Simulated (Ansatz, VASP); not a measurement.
Two plane-wave programs on CdO

File POSCAR:

```
CdO
1.0
    0.0000000000      2.3530040397      2.3530040397
    2.3530040397      0.0000000000      2.3530040397
    2.3530040397      2.3530040397      0.0000000000
Cd O
1 1
Direct
    0.0000000000      0.0000000000      0.0000000000
    0.5000000000      0.5000000000      0.5000000000
```

INCAR.step1

```
SYSTEM = CdO
ALGO     = Normal         ! electronic algorithm
EDIFF    = 1E-5           ! SCF threshold, eV
ENCUT    = 660            ! plane-wave cutoff, eV
GGA      = PE             ! functional
GGA_COMPAT= .FALSE.      
ISMEAR   = -1             ! smearing method
LASPH    = .TRUE.         ! aspherical terms in the spheres
LCHARG   = .FALSE.        ! write CHGCAR
LREAL    = .FALSE.        ! projectors in reciprocal space
LWAVE    = .TRUE.         ! write WAVECAR
NBANDS   = 16             ! bands
NELM     = 120            ! most SCF steps
PREC     = Accurate       ! precision mode
SIGMA    = 0.02           ! smearing width, eV
```

INCAR.step2

```
SYSTEM = CdO
ALGO     = Normal         ! electronic algorithm
EDIFF    = 1E-6           ! SCF threshold, eV
ENCUT    = 660            ! plane-wave cutoff, eV
GGA_COMPAT= .FALSE.      
ISIF     = 2              ! what is computed and relaxed
ISMEAR   = -1             ! smearing method
ISTART   = 1            
LASPH    = .TRUE.         ! aspherical terms in the spheres
LCHARG   = .FALSE.        ! write CHGCAR
LMIXTAU  = .TRUE.       
LREAL    = .FALSE.        ! projectors in reciprocal space
LWAVE    = .FALSE.        ! write WAVECAR
METAGGA  = R2SCAN         ! meta-GGA
NBANDS   = 16             ! bands
NELM     = 120            ! most SCF steps
PREC     = Accurate       ! precision mode
SIGMA    = 0.02           ! smearing width, eV
```

Contents of KPOINTS:

```
k-points
0
G
  8 8 8
  0 0 0
```

Input for Ansatz:

```yaml
crystal:
  lattice:
    - [0.0, 2.3530040397, 2.3530040397]
    - [2.3530040397, 0.0, 2.3530040397]
    - [2.3530040397, 2.3530040397, 0.0]
  atoms:
    - { symbol: Cd, position: [0.0, 0.0, 0.0] }
    - { symbol: O, position: [0.5, 0.5, 0.5] }
kpoints:
  mp_grid: { grid: [8, 8, 8] }
hamiltonian:
  xc: r2scan
scf:
  occupations: { method: fermi_dirac, width: 0.02 }
  n_extra_bands: 4
output:
  forces: true
  stress: true
  eigenvalues: true
```

Alike in both runs: task single point; functional r2SCAN; k mesh 8 × 8 × 8; occupations fermi-dirac, width 0.02 eV; no spin polarisation.

```csv
,VASP,Ansatz
version,VASP 6.6.1,Ansatz 0.2.0
potentials or method,"VASP PAW PBE potentials, release 64 (Cd, O)","plane waves, PAW"
plane-wave cutoff (eV),660,500
valence electrons in the cell,18,26
```

|  | VASP | Ansatz | Ansatz less VASP |
| --- | --- | --- | --- |
| pressure (GPa) | 1.5 | 0.0 | -1.54 |

VASP's potentials were made for PBE, not for r2SCAN. VASP's potentials hold 18 valence electrons a cell and Ansatz's 26, so a difference there can come from the potentials and not from the codes.
